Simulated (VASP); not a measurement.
# Sc (P6_3/mmc) in VASP: further runs

Sc is run at these levels: PBE; tasks: single point.

Everything below comes from runs of VASP 6.6.1. Logs are shortened: lines on timing, memory, paths and dates and some standing lists are left out, and cuts for length are marked.

## Step 1: The cell of the first run

Symmetry: P6_3/mmc, No. 194, hexagonal system. Conventional cell: a = 3.338 Å, b = 3.338 Å, c = 5.320 Å, α = 90.00°, β = 90.00°, γ = 120.00°. Sc (site symmetry -6m2) has 12 Sc at 3.28 to 3.34 Å within 4.3 Å.

## Step 2: Single point, PBE

INCAR

```
SYSTEM = Sc
ALGO     = Normal         ! electronic algorithm
EDIFF    = 1E-6           ! SCF threshold, eV
ENCUT    = 520            ! plane-wave cutoff, eV
GGA      = PE             ! functional
ISIF     = 2              ! what is computed and relaxed
ISMEAR   = 1              ! smearing method
LASPH    = .TRUE.         ! aspherical terms in the spheres
LCHARG   = .FALSE.        ! write CHGCAR
LREAL    = .FALSE.        ! projectors in reciprocal space
LWAVE    = .FALSE.        ! write WAVECAR
NBANDS   = 18             ! bands
NELM     = 60             ! most SCF steps
PREC     = Accurate       ! precision mode
SIGMA    = 0.1            ! smearing width, eV
```

KPOINTS

```
k-points
0
G
  10 10 6
  0 0 0
```

POSCAR

```
Sc
1.0
    3.3381556873      0.0000000000      0.0000000000
   -1.6690778437      2.8909275653      0.0000000000
    0.0000000000      0.0000000000      5.3197631870
Sc
2
Direct
    0.3333333333      0.6666666667      0.2500000000
    0.6666666667      0.3333333333      0.7500000000
```

Potentials or basis: VASP PAW PBE potentials, release 64 (Sc_sv).

On the command line:

```console
$ cat potpaw_PBE.64/Sc_sv/POTCAR > POTCAR
$ mpirun -np 1 vasp_std > vasp.out
```

OUTCAR:

```text
SYSTEM = Sc
   EDIFF = 1E-6
   ENCUT = 520
   GGA = PE
   ISIF = 2
   ISMEAR = 1
   LASPH = .TRUE.
   LREAL = .FALSE.
   NELM = 60
   PREC = Accurate

 ion  position               nearest neighbor table
   1  0.333  0.667  0.250-   2 3.28   2 3.28   2 3.28   2 3.28   2 3.28   2 3.28
   2  0.667  0.333  0.750-   1 3.28   1 3.28   1 3.28   1 3.28   1 3.28   1 3.28

  LATTYP: Found a hexagonal cell.
 ALAT       =     3.3381556873
 C/A-ratio  =     1.5936234512

  Lattice vectors:

 A1 = (   3.3381556873,   0.0000000000,   0.0000000000)
 A2 = (  -1.6690778437,   2.8909275653,   0.0000000000)
 A3 = (   0.0000000000,   0.0000000000,   5.3197631870)

Analysis of symmetry for initial positions (statically):
[... 10 lines left out ...]

The static configuration has the point symmetry D_3d.
 The point group associated with its full space group is D_6h.

Analysis of symmetry for dynamics (positions and initial velocities):
[... 10 lines left out ...]

The dynamic configuration has the point symmetry D_3d.
 The point group associated with its full space group is D_6h.

 Subroutine INISYM returns: Found 24 space group operations
[... 5 lines left out ...]
                                     Primitive cell

  volume of cell :      51.3377

  direct lattice vectors                    reciprocal lattice vectors
     3.338155687  0.000000000  0.000000000     0.299566615  0.172954870  0.000000000
    -1.669077844  2.890927565  0.000000000     0.000000000  0.345909739  0.000000000
     0.000000000  0.000000000  5.319763187     0.000000000  0.000000000  0.187978292

  length of vectors
     3.338155687  3.338155634  5.319763187     0.345909734  0.345909739  0.187978292

  position of ions in fractional coordinates (direct lattice)
     0.333333333  0.666666667  0.250000000
     0.666666667  0.333333333  0.750000000

  ion indices of the primitive-cell ions
   primitive index   ion index
                 1           1
                 2           2

----------------------------------------------------------------------------------------

 KPOINTS: k-points

Automatic generation of k-mesh.
 Grid dimensions read from file:
 generate k-points for:   10   10    6

 Generating k-lattice:

  Cartesian coordinates                     Fractional coordinates (reciprocal lattice)
     0.029956662  0.017295487  0.000000000     0.100000000  0.000000000  0.000000000
     0.000000000  0.034590974  0.000000000     0.000000000  0.100000000  0.000000000
     0.000000000  0.000000000  0.031329715     0.000000000  0.000000000  0.166666667

  Length of vectors
     0.034590973  0.034590974  0.031329715

  Shift w.r.t. Gamma in fractional coordinates (k-lattice)
     0.000000000  0.000000000  0.000000000

 Subroutine IBZKPT returns following result:
 ===========================================

 Found     56 irreducible k-points:

 Following reciprocal coordinates:
            Coordinates               Weight
  0.000000  0.000000  0.000000      1.000000
  0.100000 -0.000000  0.000000      6.000000
  0.200000 -0.000000  0.000000      6.000000
  0.300000  0.000000  0.000000      6.000000
  0.400000 -0.000000  0.000000      6.000000
  0.500000  0.000000  0.000000      3.000000
[... 16 lines left out ...]
  0.300000  0.100000  0.166667     24.000000
  0.400000  0.100000  0.166667     24.000000
 [... further k-points ...]
   k-points           NKPTS =     56   k-points in BZ     NKDIM =     56   number of bands    NBANDS=     18
   number of dos      NEDOS =    301   number of ions     NIONS =      2
   total plane-waves  NPLWV =  31360
   dimension x,y,z NGX =    28 NGY =   28 NGZ =   40
   dimension x,y,z NGXF=    56 NGYF=   56 NGZF=   80
   ions per type =               2
   NGX,Y,Z   is equivalent  to a cutoff of  13.94, 13.94, 12.50 a.u.
   NGXF,Y,Z  is equivalent  to a cutoff of  27.89, 27.89, 25.00 a.u.
 SYSTEM =  Sc
   PREC   = accura    normal or accurate (medium, high low for compatibility)
   ISTART =      0    job   : 0-new  1-cont  2-samecut
   ICHARG =      2    charge: 1-file 2-atom 10-const
   ISPIN  =      1    spin polarized calculation?
   LNONCOLLINEAR =      F non collinear calculations
   LSORBIT =      F    spin-orbit coupling
   LASPH  =      T    aspherical Exc in radial PAW
   ENCUT  =  520.0 eV  38.22 Ry    6.18 a.u.   6.21  6.21  9.89*2*pi/ulx,y,z
   NELM   =     60;   NELMIN=  2; NELMDL= -5     # of ELM steps
   EDIFF  = 0.1E-05   stopping-criterion for ELM
   LREAL  =      F    real-space projection
   EDIFFG = 0.1E-04   stopping-criterion for IOM
   NSW    =      0    number of steps for IOM
   IBRION =     -1    ionic relax: 0-MD 1-quasi-New 2-CG
   NFREE  =      0    steps in history (QN), initial steepest desc. (CG)
   ISIF   =      2    stress and relaxation
   ISYM   =      2    0-nonsym 1-usesym 2-fastsym
   POTIM  = 0.5000    time-step for ionic-motion
   TEBEG  =    0.0;   TEEND  =   0.0 temperature during run
   PSTRESS=    0.0 pullay stress
   NELECT =      22.0000    total number of electrons
   NUPDOWN=      -1.0000    fix difference up-down
   EMIN   =  10.00;   EMAX   =-10.00  energy-range for DOS
   EFERMI =   0.00;   METHOD = LEGACY
   ISMEAR =     1;   SIGMA  =   0.10  broadening in eV -4-tet -1-fermi 0-gaus
   EFERMI_NEDOS =   21; number of points for ismear=-14 and -15
   IALGO  =     38    algorithm
   IMIX   =      4    mixing-type and parameters
     AMIX     =   0.40;   BMIX     =  1.00
     AMIX_MAG =   1.60;   BMIX_MAG =  1.00
  volume/ion in A,a.u.               =      25.67       173.22
  Fermi-wavevector in a.u.,A,eV,Ry     =   1.234252  2.332397 20.726802  1.523377
  Thomas-Fermi vector in A             =   2.368949
   LORBIT       =      0    0 simple, 1 ext, 2 COOP (PROOUT), +10 PAW based schemes
   GGA     = PE    functional components
   LHFCALC =     F    Hartree Fock is set to
   AEXX    =    0.0000 exact exchange contribution
   IVDW    =     0    specifies the selected vdW correction
   LEPSILON=     F    determine dielectric tensor
   LRPA    =     F    only Hartree local field effects (RPA)
 non-spin polarized calculation
 Methfessel and Paxton  Order N= 1 SIGMA  =   0.10
  energy-cutoff  :      520.00
  volume of cell :       51.34
 maximum number of plane-waves:      1412
 NGX is ok and might be reduce to    28
   NGX = 13   NGY = 13   NGZ = 19

 number of electron      22.0000004 magnetization

 Free energy of the ion-electron system (eV)
  ---------------------------------------------------
  ext. energy  EPLUGINS =         0.00000000
  ---------------------------------------------------
  free energy    TOTEN  =       -12.47820962 eV

  energy without entropy =      -12.47641100  energy(sigma->0) =      -12.47761008

 E-fermi :   3.4468     XC(G=0):  -9.7168

 val. band max:        3.4466896231   @ k =   0.1000   0.1000   0.0000
 cond. band min:       3.4646249636   @ k =   0.2000   0.2000   0.1667
 fundamental gap:      0.0179353406
 Fermi energy:         3.4468489099

 k-point     1 :       0.0000    0.0000    0.0000
  band No.  band energies     occupation
      1     -46.0797      2.00000
      2     -46.0253      2.00000
      3     -24.8637      2.00000
      4     -24.5715      2.00000
      5     -24.5715      2.00000
      6     -24.5197      2.00000
[... 10 lines left out ...]
     17       5.7474      0.00000
     18       5.7474      0.00000

 k-point     2 :       0.1000   -0.0000    0.0000
  band No.  band energies     occupation
      1     -46.0757      2.00000
      2     -46.0237      2.00000
      3     -24.8526      2.00000
      4     -24.5943      2.00000
      5     -24.5791      2.00000
      6     -24.5435      2.00000
[... 10 lines left out ...]
     17       5.5844      0.00000
     18       5.6258      0.00000

 k-point     3 :       0.2000   -0.0000    0.0000
  band No.  band energies     occupation
      1     -46.0649      2.00000
      2     -46.0197      2.00000
      3     -24.8216      2.00000
      4     -24.6545      2.00000
      5     -24.6043      2.00000
      6     -24.5982      2.00000
[... 10 lines left out ...]
     17       5.7130      0.00000
     18       5.9126      0.00000

 k-point     4 :       0.3000    0.0000    0.0000
  band No.  band energies     occupation
      1     -46.0507      2.00000
      2     -46.0157      2.00000
      3     -24.7774      2.00000
      4     -24.7298      2.00000
      5     -24.6768      2.00000
      6     -24.6208      2.00000
[... 10 lines left out ...]
     17       6.2152      0.00000
     18       6.4399      0.00000

 k-point     5 :       0.4000   -0.0000    0.0000
  band No.  band energies     occupation
      1     -46.0377      2.00000
      2     -46.0139      2.00000
      3     -24.7913      2.00000
      4     -24.7337      2.00000
      5     -24.7317      2.00000
      6     -24.6386      2.00000
[... 10 lines left out ...]
     17       6.9124      0.00000
     18       6.9637      0.00000

 k-point     6 :       0.5000    0.0000    0.0000
  band No.  band energies     occupation
      1     -46.0319      2.00000
      2     -46.0141      2.00000
      3     -24.8148      2.00000
      4     -24.7550      2.00000
      5     -24.7083      2.00000
      6     -24.6453      2.00000
[... 307 lines left out ...]
 k-point    21 :       0.1000    0.1000    0.1667
  band No.  band energies     occupation
      1     -46.0652      2.00000
      2     -46.0241      2.00000
      3     -24.8148      2.00000
      4     -24.6234      2.00000
      5     -24.6110      2.00000
      6     -24.5807      2.00000
[... 10 lines left out ...]
     17       5.8151      0.00000
     18       5.9511      0.00000

 k-point    22 :       0.2000    0.1000    0.1667
  band No.  band energies     occupation
      1     -46.0532      2.00000
      2     -46.0195      2.00000
      3     -24.7905      2.00000
      4     -24.6825      2.00000
      5     -24.6654      2.00000
      6     -24.6082      2.00000
[... 10 lines left out ...]
     17       6.1430      0.00000
     18       6.3404      0.00000

 k-point    23 :       0.3000    0.1000    0.1667
  band No.  band energies     occupation
      1     -46.0402      2.00000
      2     -46.0161      2.00000
      3     -24.7900      2.00000
      4     -24.7359      2.00000
      5     -24.6945      2.00000
      6     -24.6345      2.00000
[... 10 lines left out ...]
     17       6.7283      0.00000
     18       6.7836      0.00000

 k-point    24 :       0.4000    0.1000    0.1667
  band No.  band energies     occupation
      1     -46.0307      2.00000
      2     -46.0153      2.00000
      3     -24.8173      2.00000
      4     -24.7637      2.00000
      5     -24.6857      2.00000
      6     -24.6453      2.00000
[... 10 lines left out ...]
     17       6.9583      0.00000
     18       7.1138      0.00000

 [... further k-points ...]
[... 5 lines left out ...]
  --------------------------------------------------------------------------------------
  -------------------------------------------------------------------------------------
  Total       -0.4885977     -0.4885977     -0.9898877      0.0000000      0.0000000      0.0000000
  in kB      -15.2484564    -15.2484558    -30.8930239      0.0000000      0.0000000      0.0000000
  external PRESSURE =     -20.4633120 kB  Pullay stress =       0.0000000 kB

 VOLUME and BASIS-vectors are now :
 -----------------------------------------------------------------------------
  energy-cutoff  :      520.00
  volume of cell :       51.34
      direct lattice vectors                 reciprocal lattice vectors
     3.338155687  0.000000000  0.000000000     0.299566615  0.172954870  0.000000000
    -1.669077844  2.890927565  0.000000000     0.000000000  0.345909739  0.000000000
     0.000000000  0.000000000  5.319763187     0.000000000  0.000000000  0.187978292

 POSITION                                       TOTAL-FORCE (eV/Angst)
 -----------------------------------------------------------------------------------
     -0.00000      1.92729      1.32994        -0.000000     -0.000000      0.000000
      1.66908      0.96364      3.98982         0.000000      0.000000      0.000000
 -----------------------------------------------------------------------------------
    total drift:                               -0.000000      0.000000     -0.000000

  FREE ENERGIE OF THE ION-ELECTRON SYSTEM (eV)
  ---------------------------------------------------
  free  energy   TOTEN  =       -12.4782096162 eV

  energy  without entropy=      -12.4764110012  energy(sigma->0) =      -12.47761008
```

It took 28 s on 1 thread of Intel Xeon Platinum 8559C (Emerald Rapids), shared host; peak memory 0.2 GiB.

Results:

* Free energy: -12.4782 eV
* Pressure: -2.0 GPa
* Band gap on the k mesh: zero (band 11 reaches 4.32 eV, above the bottom of band 12 at 3.02 eV)

Levels at points of the mesh, in eV from the Fermi level:
| k point | band 9 | band 10 | band 11 | band 12 | band 13 | band 14 |
| --- | --- | --- | --- | --- | --- | --- |
| (0.00, 0.00, 0.00) | -5.05 | -1.62 | 0.37 | 1.56 | 1.56 | 1.67 |
| (0.50, 0.00, 0.00) | -1.57 | -1.00 | -0.64 | -0.30 | 1.17 | 1.38 |
| (0.00, 0.00, 0.50) | -3.60 | -3.60 | 0.87 | 0.87 | 1.50 | 1.50 |
| (0.50, 0.00, 0.50) | -1.42 | -1.42 | 0.04 | 0.04 | 1.19 | 1.19 |

(Part 1 of 2 ends here.)
